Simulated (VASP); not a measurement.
## MoSe: relaxation of cell and atoms with PBEsol

Crystal: MoSe.

```xyz
4
Lattice="3.6311 0.0000 0.0000 -1.8155 3.1446 0.0000 0.0000 0.0000 5.6281" Properties=species:S:1:pos:R:3 pbc="T T T"
Mo    0.0000    0.0000    0.0000
Mo    0.0000    0.0000    2.8141
Se    0.0000    2.0964    1.4070
Se    1.8155    1.0482    4.2211
```

| Quantity | Value |
| --- | --- |
| Program | VASP 6.6.1 |
| Task | relaxation of cell and atoms |
| Functional | PBEsol |
| Potentials or basis | VASP PAW PBE potentials, release 64 (Mo_sv, Se) |
| Cutoff | 600 eV |
| k mesh | 6 × 6 × 4 |
| Occupations | gaussian, width 0.1 eV |
| Spin | collinear spin |
| Starting moments | [0.21, 0.21, 0.0, 0.0] μB |
| Dipole correction | no |
| Further INCAR settings | ALGO = Normal; EDIFF = 1e-06; IBRION = 2; EDIFFG = -0.05; NSW = 100; ISIF = 3 |

| Quantity | Value |
| --- | --- |
| Relaxed volume | 16.15 Å³/atom |
| Relaxed cell | a = 3.247 Å, b = 3.247 Å, c = 7.076 Å, α = 90.00°, β = 90.00°, γ = 120.00° |
| Space group after relaxing (to 0.1 Å) | P6_3/mmc (No. 194) |
| Energy gained by relaxing | 183.7 meV/atom |
| Ionic steps | 11 |
| Pressure after relaxing | 0.0 GPa |
| Net moment | 0.00 μB per cell |
| Valence electrons inside the program's atomic spheres | Mo 12.45; Se 3.96 |

Stress tensor (GPa, compression positive):
```
-0.11  0.00  0.00
 0.00 -0.11  0.00
 0.00  0.00  0.12
```

Step by step:
| step | energy change (eV) | largest force (eV/Å) | pressure (GPa) | volume (Å³) |
| --- | --- | --- | --- | --- |
| 1 | 0.0000 | 0.0000 | 13.21 | 64.26 |
| 2 | 0.2646 | 0.0000 | -16.32 | 77.35 |
| 3 | -0.1996 | 0.0000 | -1.51 | 69.08 |
| 4 | -0.1998 | 0.0000 | -1.18 | 68.94 |
| 5 | -0.3097 | 0.0000 | -2.38 | 68.77 |
| 6 | -0.6305 | 0.0000 | -4.08 | 67.90 |
| 7 | -0.7295 | 0.0000 | -1.21 | 64.72 |
| 8 | -0.7267 | 0.0000 | -2.21 | 65.52 |
| 9 | -0.7307 | 0.0000 | -1.91 | 65.27 |
| 10 | -0.6174 | 0.0000 | 11.64 | 61.10 |
| 11 | -0.7349 | 0.0000 | -0.03 | 64.59 |

Final structure:
```
Mo Se
1.0
     3.24651    0.00000    0.00000
    -1.62325    2.81156    0.00000
     0.00000    0.00000    7.07606
Mo Se
2 2
Direct
  0.00000 0.00000 0.00000
  0.00000 0.00000 0.50000
  0.33333 0.66667 0.25000
  0.66667 0.33333 0.75000
```

Levels at points of the mesh, in eV from the Fermi level:
Spin up:
```csv
k point,band 17,band 18,band 19,band 20,band 21,band 22,band 23,band 24
"(0.00, 0.00, 0.00)",-1.79,-1.26,-1.26,-0.90,-0.90,-0.65,-0.12,-0.12
"(0.50, 0.00, 0.00)",-3.11,-2.66,-0.91,0.43,1.17,1.24,1.29,2.32
"(0.00, 0.00, 0.50)",-1.99,-1.99,-0.91,-0.91,-0.91,-0.91,1.90,1.90
"(0.50, 0.00, 0.50)",-3.10,-3.10,0.71,0.71,1.23,1.23,1.70,1.70
```
Spin down:
```
           k point  band 16  band 17  band 18  band 19  band 20  band 21  band 22  band 23  band 24
(0.00, 0.00, 0.00)    -1.79    -1.79    -1.26    -1.26    -0.90    -0.90    -0.65    -0.12    -0.12
(0.50, 0.00, 0.00)    -3.81    -3.11    -2.66    -0.91     0.43     1.17     1.24     1.29     2.32
(0.00, 0.00, 0.50)    -3.40    -1.99    -1.99    -0.91    -0.91    -0.91    -0.91     1.90     1.90
(0.50, 0.00, 0.50)    -4.23    -3.10    -3.10     0.71     0.71     1.23     1.23     1.70     1.70
```

Run time: 5.4 min on 1 thread of Intel(R) Xeon(R) 6975P-C (Granite Rapids) (shared host), peak memory 0.27 GiB.

Caveat: the highest band is partly filled, so the run has too few bands; a cell axis changed by over 15 % at a fixed basis, so the end point is rough; the PAW data sets were made with another functional, which shifts forces and pressure a little.
